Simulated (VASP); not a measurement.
# Mo in VASP: single point with PBEsol

Aim: the single point of Mo with PBEsol.

Program: VASP 6.6.1. These are calculated values, not measurements. Logs are shortened: lines on timing, memory, paths and dates and some standing lists are left out, and cuts for length are marked.

### 1 The cell of the first run

The cell holds a slab with vacuum, 8 atoms: a = 2.976 Å, b = 4.209 Å, c = 28.333 Å, α = 90.00°, β = 90.00°, γ = 90.00°.

### 2 Single point, PBEsol

INCAR

```
SYSTEM = Mo
ALGO = Normal
DIPOL = 0.5 0.5 0.647
EDIFF = 1E-6
ENCUT = 520
GGA = PS
IDIPOL = 3
ISIF = 2
ISMEAR = 1
LASPH = .TRUE.
LCHARG = .FALSE.
LDIPOL = .TRUE.
LREAL = .FALSE.
LWAVE = .FALSE.
NBANDS = 66
NELM = 100
PREC = Accurate
SIGMA = 0.1
```

KPOINTS

```
k-points
0
G
  12 8 1
  0 0 0
```

POSCAR

```
Mo
1.0
    2.9761986886      0.0000000000      0.0000000000
    0.0000000000      4.2089805696      0.0000000000
    0.0000000000      0.0000000000     28.3333945423
Mo
8
Direct
    0.5000000000      0.0000000000      0.5205002720
    0.0000000000      0.5000000000      0.5296519693
    0.0000000000      1.0000000000      0.6066448082
    0.5000000000      0.5000000000      0.6074480842
    0.5000000000      1.0000000000      0.6885218746
    0.0000000000      0.5000000000      0.6884275674
    0.0000000000      0.0000000000      0.7685536125
    0.5000000000      0.5000000000      0.7672696767
```

Potentials or basis: VASP PAW PBE potentials, release 64 (Mo_sv).

The run is started by

```bash
$ cat potpaw_PBE.64/Mo_sv/POTCAR > POTCAR
$ mpirun -np 1 vasp_std > vasp.out
```

OUTCAR:

```text
SYSTEM = Mo
   EDIFF = 1E-6
   ENCUT = 520
   GGA = PS
   ISIF = 2
   ISMEAR = 1
   LASPH = .TRUE.
   LREAL = .FALSE.
   NELM = 100
   PREC = Accurate

 ion  position               nearest neighbor table
   1  0.500  0.000  0.521-   2 2.59   2 2.59   2 2.59   2 2.59   3 2.86   3 2.86   4 3.24   4 3.24

   2  0.000  0.500  0.530-   1 2.59   1 2.59   1 2.59   1 2.59   4 2.66   4 2.66   3 3.03   3 3.03

   3  0.000  0.000  0.607-   4 2.58   4 2.58   4 2.58   4 2.58   5 2.76   5 2.76   1 2.86   1 2.86
                             2 3.03   2 3.03   6 3.13   6 3.13
   4  0.500  0.500  0.607-   3 2.58   3 2.58   3 2.58   3 2.58   2 2.66   2 2.66   6 2.73   6 2.73
                             5 3.12   5 3.12   1 3.24   1 3.24
   5  0.500  0.000  0.689-   6 2.58   6 2.58   6 2.58   6 2.58   7 2.71   7 2.71   3 2.76   3 2.76
                             8 3.07   8 3.07   4 3.12   4 3.12
   6  0.000  0.500  0.688-   5 2.58   5 2.58   5 2.58   5 2.58   8 2.68   8 2.68   4 2.73   4 2.73
                             7 3.10   7 3.10   3 3.13   3 3.13
   7  0.000  0.000  0.769-   8 2.58   8 2.58   8 2.58   8 2.58   5 2.71   5 2.71   6 3.10   6 3.10

   8  0.500  0.500  0.767-   7 2.58   7 2.58   7 2.58   7 2.58   6 2.68   6 2.68   5 3.07   5 3.07

  LATTYP: Found a simple orthorhombic cell.
 ALAT       =     2.9761986886
 B/A-ratio  =     1.4142135690
 C/A-ratio  =     9.5199942970

  Lattice vectors:

 A1 = (   2.9761986886,   0.0000000000,   0.0000000000)
 A2 = (   0.0000000000,   4.2089805696,   0.0000000000)
 A3 = (   0.0000000000,   0.0000000000,  28.3333945423)

Analysis of symmetry for initial positions (statically):
=====================================================================
 Subroutine PRICEL returns:
 Original cell was already a primitive cell.

 Routine SETGRP: Setting up the symmetry group for a
 simple orthorhombic supercell.

 Subroutine GETGRP returns: Found  4 space group operations
 (whereof  4 operations were pure point group operations)
 out of a pool of  8 trial point group operations.

The static configuration has the point symmetry C_2v.

Analysis of symmetry for dynamics (positions and initial velocities):
=====================================================================
 Subroutine PRICEL returns:
 Original cell was already a primitive cell.

 Routine SETGRP: Setting up the symmetry group for a
 simple orthorhombic supercell.

 Subroutine GETGRP returns: Found  4 space group operations
 (whereof  4 operations were pure point group operations)
 out of a pool of  8 trial point group operations.

The dynamic configuration has the point symmetry C_2v.

 Subroutine INISYM returns: Found  4 space group operations
 (whereof  4 operations are pure point group operations),
 and found     1 'primitive' translations

----------------------------------------------------------------------------------------

                                     Primitive cell

  volume of cell :     354.9257

  direct lattice vectors                    reciprocal lattice vectors
     2.976198689  0.000000000  0.000000000     0.335999073  0.000000000  0.000000000
     0.000000000  4.208980570  0.000000000     0.000000000  0.237587222  0.000000000
     0.000000000  0.000000000 28.333394542     0.000000000  0.000000000  0.035294041

  length of vectors
     2.976198689  4.208980570 28.333394542     0.335999073  0.237587222  0.035294041

  position of ions in fractional coordinates (direct lattice)
     0.500000000  0.000000000  0.520500272
     0.000000000  0.500000000  0.529651969
     0.000000000  0.000000000  0.606644808
     0.500000000  0.500000000  0.607448084
     0.500000000  0.000000000  0.688521875
     0.000000000  0.500000000  0.688427567
     0.000000000  0.000000000  0.768553612
     0.500000000  0.500000000  0.767269677

  ion indices of the primitive-cell ions
   primitive index   ion index
                 1           1
                 2           2
                 3           3
                 4           4
                 5           5
                 6           6
                 7           7
                 8           8

----------------------------------------------------------------------------------------

 KPOINTS: k-points

Automatic generation of k-mesh.
 Grid dimensions read from file:
 generate k-points for:   12    8    1

 Generating k-lattice:

  Cartesian coordinates                     Fractional coordinates (reciprocal lattice)
     0.027999923  0.000000000  0.000000000     0.083333333  0.000000000  0.000000000
     0.000000000  0.029698403  0.000000000     0.000000000  0.125000000  0.000000000
     0.000000000  0.000000000  0.035294041     0.000000000  0.000000000  1.000000000

  Length of vectors
     0.027999923  0.029698403  0.035294041

  Shift w.r.t. Gamma in fractional coordinates (k-lattice)
     0.000000000  0.000000000  0.000000000

 Subroutine IBZKPT returns following result:
 ===========================================

 Found     35 irreducible k-points:

 Following reciprocal coordinates:
            Coordinates               Weight
  0.000000  0.000000  0.000000      1.000000
  0.083333  0.000000  0.000000      2.000000
  0.166667  0.000000  0.000000      2.000000
  0.250000  0.000000  0.000000      2.000000
  0.333333  0.000000  0.000000      2.000000
  0.416667  0.000000  0.000000      2.000000
[... 16 lines left out ...]
  0.083333  0.375000  0.000000      4.000000
  0.166667  0.375000  0.000000      4.000000
 [... further k-points ...]
   k-points           NKPTS =     35   k-points in BZ     NKDIM =     35   number of bands    NBANDS=     66
   number of dos      NEDOS =    301   number of ions     NIONS =      8
   total plane-waves  NPLWV = 165888
   dimension x,y,z NGX =    24 NGY =   32 NGZ =  216
   dimension x,y,z NGXF=    48 NGYF=   64 NGZF=  432
   ions per type =               8
   NGX,Y,Z   is equivalent  to a cutoff of  13.41, 12.64, 12.67 a.u.
   NGXF,Y,Z  is equivalent  to a cutoff of  26.81, 25.28, 25.35 a.u.
 SYSTEM =  Mo
   PREC   = accura    normal or accurate (medium, high low for compatibility)
   ISTART =      0    job   : 0-new  1-cont  2-samecut
   ICHARG =      2    charge: 1-file 2-atom 10-const
   ISPIN  =      1    spin polarized calculation?
   LNONCOLLINEAR =      F non collinear calculations
   LSORBIT =      F    spin-orbit coupling
   LASPH  =      T    aspherical Exc in radial PAW
   ENCUT  =  520.0 eV  38.22 Ry    6.18 a.u.   5.53  7.83 52.68*2*pi/ulx,y,z
   NELM   =    100;   NELMIN=  2; NELMDL= -5     # of ELM steps
   EDIFF  = 0.1E-05   stopping-criterion for ELM
   LREAL  =      F    real-space projection
   EDIFFG = 0.1E-04   stopping-criterion for IOM
   NSW    =      0    number of steps for IOM
   IBRION =     -1    ionic relax: 0-MD 1-quasi-New 2-CG
   NFREE  =      0    steps in history (QN), initial steepest desc. (CG)
   ISIF   =      2    stress and relaxation
   ISYM   =      2    0-nonsym 1-usesym 2-fastsym
   POTIM  = 0.5000    time-step for ionic-motion
   TEBEG  =    0.0;   TEEND  =   0.0 temperature during run
   PSTRESS=    0.0 pullay stress
   NELECT =     112.0000    total number of electrons
   NUPDOWN=      -1.0000    fix difference up-down
   EMIN   =  10.00;   EMAX   =-10.00  energy-range for DOS
   EFERMI =   0.00;   METHOD = LEGACY
   ISMEAR =     1;   SIGMA  =   0.10  broadening in eV -4-tet -1-fermi 0-gaus
   EFERMI_NEDOS =   21; number of points for ismear=-14 and -15
   IALGO  =     38    algorithm
   IMIX   =      4    mixing-type and parameters
     AMIX     =   0.40;   BMIX     =  1.00
     AMIX_MAG =   1.60;   BMIX_MAG =  1.00
  volume/ion in A,a.u.               =      44.37       299.39
  Fermi-wavevector in a.u.,A,eV,Ry     =   1.114555  2.106204 16.901618  1.242234
  Thomas-Fermi vector in A             =   2.251152
   LORBIT       =      0    0 simple, 1 ext, 2 COOP (PROOUT), +10 PAW based schemes
   GGA     = PS    functional components
   LHFCALC =     F    Hartree Fock is set to
   AEXX    =    0.0000 exact exchange contribution
   IVDW    =     0    specifies the selected vdW correction
   LEPSILON=     F    determine dielectric tensor
   LRPA    =     F    only Hartree local field effects (RPA)
 non-spin polarized calculation
 Methfessel and Paxton  Order N= 1 SIGMA  =   0.10
  energy-cutoff  :      520.00
  volume of cell :      354.93
 maximum number of plane-waves:      9637
 NGX is ok and might be reduce to    24
   NGX = 11   NGY = 15   NGZ =105

 dipolmoment           0.000000      0.000000     -0.013009 electrons x Angstroem

 number of electron     112.0000006 magnetization

 dipolmoment           0.000000      0.000000      0.006786 electrons x Angstroem

 Free energy of the ion-electron system (eV)
  ---------------------------------------------------
  ext. energy  EPLUGINS =         0.00000000
  ---------------------------------------------------
  free energy    TOTEN  =       -88.35720168 eV

  energy without entropy =      -88.35967775  energy(sigma->0) =      -88.35802703

 E-fermi :   1.2557     XC(G=0):  -5.3270

 val. band max:        1.2554076305   @ k =   0.0000   0.3750   0.0000
 cond. band min:       1.2559834499   @ k =   0.2500   0.1250   0.0000
 fundamental gap:      0.0005758194
 Fermi energy:         1.2556854186

 k-point     1 :       0.0000    0.0000    0.0000
  band No.  band energies     occupation
      1     -60.0038      2.00000
      2     -59.8823      2.00000
      3     -59.6998      2.00000
      4     -59.6869      2.00000
      5     -59.5389      2.00000
      6     -59.4552      2.00000
[... 58 lines left out ...]
     65       3.1999     -0.00000
     66       3.4480      0.00000

 k-point     2 :       0.0833    0.0000    0.0000
  band No.  band energies     occupation
      1     -59.9914      2.00000
      2     -59.8724      2.00000
      3     -59.6912      2.00000
      4     -59.6792      2.00000
      5     -59.5408      2.00000
      6     -59.4603      2.00000
[... 1576 lines left out ...]
     65       2.6865     -0.00000
     66       2.7624     -0.00000

 [... further k-points ...]

------------------------ aborting loop because EDIFF is reached ----------------------------------------

 vacuum level on the upper side and lower side of the slab       (xc-potential included)        -0.080        -0.181

  FORCE on cell =-STRESS in cart. coord.  units (eV):
  Direction    XX          YY          ZZ          XY          YZ          ZX
  --------------------------------------------------------------------------------------
  -------------------------------------------------------------------------------------
  Total       14.7696857     11.0284239     -2.0066092      0.0000000      0.0000000      0.0000000
  in kB       66.6721386     49.7836326     -9.0580755      0.0000000      0.0000000      0.0000000
  external PRESSURE =      35.7992319 kB  Pullay stress =       0.0000000 kB

 VOLUME and BASIS-vectors are now :
 -----------------------------------------------------------------------------
  energy-cutoff  :      520.00
  volume of cell :      354.93
      direct lattice vectors                 reciprocal lattice vectors
     2.976198689  0.000000000  0.000000000     0.335999073  0.000000000  0.000000000
     0.000000000  4.208980570  0.000000000     0.000000000  0.237587222  0.000000000
     0.000000000  0.000000000 28.333394542     0.000000000  0.000000000  0.035294041

 POSITION                                       TOTAL-FORCE (eV/Angst)
 -----------------------------------------------------------------------------------
      1.48810      0.00000     14.74754         0.000000      0.000000      0.927494
      0.00000      2.10449     15.00684         0.000000      0.000000     -0.162204
      0.00000      0.00000     17.18831         0.000000      0.000000     -0.431535
      1.48810      2.10449     17.21107         0.000000      0.000000     -0.361267
      1.48810      0.00000     19.50816         0.000000      0.000000      0.045468
      0.00000      2.10449     19.50549         0.000000      0.000000      0.029053
      0.00000      0.00000     21.77573         0.000000      0.000000      0.161254
      1.48810      2.10449     21.73935         0.000000      0.000000     -0.208262
 -----------------------------------------------------------------------------------
    total drift:                                0.000000     -0.000000     -0.000145

  FREE ENERGIE OF THE ION-ELECTRON SYSTEM (eV)
  ---------------------------------------------------
  free  energy   TOTEN  =       -88.3572016758 eV

  energy  without entropy=      -88.3596777492  energy(sigma->0) =      -88.35802703

 vacuum level on the upper side and lower side of the slab         6.065         5.964
```

Wall time 15 min (1 thread of Intel Xeon 6975P-C (Granite Rapids), shared host); peak memory 0.73 GiB.

What came out:

```
Free energy            : -88.3572 eV
Largest force          : 0.927 eV/Å
Band gap on the k mesh : zero (band 56 reaches 2.56 eV, above the bottom of band 57 at 0.47 eV)
```

Forces on the atoms (eV/Å):
```
Mo   0.000  0.000  0.927
Mo   0.000  0.000 -0.162
Mo   0.000  0.000 -0.432
Mo   0.000  0.000 -0.361
Mo   0.000  0.000  0.045
Mo   0.000  0.000  0.029
Mo   0.000  0.000  0.161
Mo   0.000  0.000 -0.208
```

Levels at points of the mesh, in eV from the Fermi level:
| k point | band 53 | band 54 | band 55 | band 56 | band 57 | band 58 | band 59 | band 60 |
| --- | --- | --- | --- | --- | --- | --- | --- | --- |
| (0.00, 0.00, 0.00) | -0.28 | -0.14 | 0.11 | 0.37 | 0.62 | 0.75 | 0.83 | 1.07 |
| (0.50, 0.00, 0.00) | -1.32 | -1.22 | -1.06 | -0.98 | -0.78 | -0.59 | 0.07 | 0.40 |
| (0.00, 0.50, 0.00) | -0.67 | -0.66 | -0.61 | -0.54 | -0.42 | -0.36 | -0.23 | -0.06 |
| (0.50, 0.50, 0.00) | 1.19 | 1.28 | 1.28 | 1.29 | 1.79 | 1.79 | 2.03 | 2.04 |

Caveat: the PAW data sets were made with another functional, which shifts forces and pressure a little.
